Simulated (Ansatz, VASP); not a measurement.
# One calculation of SiC, two programs

The input INCAR:

```
PREC = Accurate
ENCUT = 600
EDIFF = 1E-7
ISMEAR = 0
SIGMA = 0.1
LREAL = F
LASPH = T
NELM = 60
ALGO = Normal
ISIF = 3
LWAVE = F
LCHARG = F
GGA = PE
IBRION = 2
NSW = 100
EDIFFG = -0.01
```

File KPOINTS:

```
Automatic mesh
0
Gamma
  6 10 10
```

Contents of POSCAR:

```
SiC
1.0
    6.7710471470      0.0000000000      0.0000000000
    0.0000000000      2.5181494849      2.4741656258
    0.0000000000     -2.5181494849      2.4741656258
Si C
4 4
Direct
    0.3678672029      0.2484709042      0.8857518093
    0.8678672029      0.3857518093      0.7484709042
    0.1321327971      0.7484709042      0.3857518093
    0.6321327971      0.8857518093      0.2484709042
    0.3709766047      0.7312947886      0.1344824980
    0.8709766047      0.6344824980      0.2312947886
    0.1290233953      0.2312947886      0.6344824980
    0.6290233953      0.1344824980      0.7312947886
```

Input for Ansatz:

```yaml
crystal:
  lattice:
    - [6.771047147, 0.0, 0.0]
    - [0.0, 2.5181494849, 2.4741656258]
    - [0.0, -2.5181494849, 2.4741656258]
  atoms:
    - { symbol: Si, position: [0.3678672029, 0.2484709042, 0.8857518093] }
    - { symbol: Si, position: [0.8678672029, 0.3857518093, 0.7484709042] }
    - { symbol: Si, position: [0.1321327971, 0.7484709042, 0.3857518093] }
    - { symbol: Si, position: [0.6321327971, 0.8857518093, 0.2484709042] }
    - { symbol: C, position: [0.3709766047, 0.7312947886, 0.134482498] }
    - { symbol: C, position: [0.8709766047, 0.634482498, 0.2312947886] }
    - { symbol: C, position: [0.1290233953, 0.2312947886, 0.634482498] }
    - { symbol: C, position: [0.6290233953, 0.134482498, 0.7312947886] }
basis:
  ecutwfc: 420
kpoints:
  mp_grid: { grid: [6, 10, 10] }
hamiltonian:
  xc: pbe
scf:
  occupations: { method: gaussian, width: 0.1 }
output:
  forces: true
  stress: true
  eigenvalues: true
relax:
  adjacent_minimum: "off"
  f_tol: 0.01
  max_steps: 80
  cell: { stress_tol: 0.05 }
```

Alike in both runs: task relaxation of cell and atoms; functional PBE; k mesh 6 × 10 × 10; occupations gaussian, width 0.1 eV; no spin polarisation.

|  | VASP | Ansatz |
| --- | --- | --- |
| version | VASP 6.6.1 | Ansatz 0.2.0 |
| potentials or method | VASP PAW PBE potentials, release 64 (Si, C), cutoff 600 eV | scalar-relativistic, plane waves, PAW |
| valence electrons in the cell | 32 | 32 |

```tsv
	VASP	Ansatz	Ansatz less VASP
gap on the k mesh at the Fermi level, each at its own relaxed structure (eV)	none	none	-
relaxed volume (Å³/atom)	10.55	10.55	+0.006
relaxed cell length with the largest relative difference (Å)	6.768	6.770	+0.0022
```

A gap of «none» marks a metal or a gap that the smearing closes.
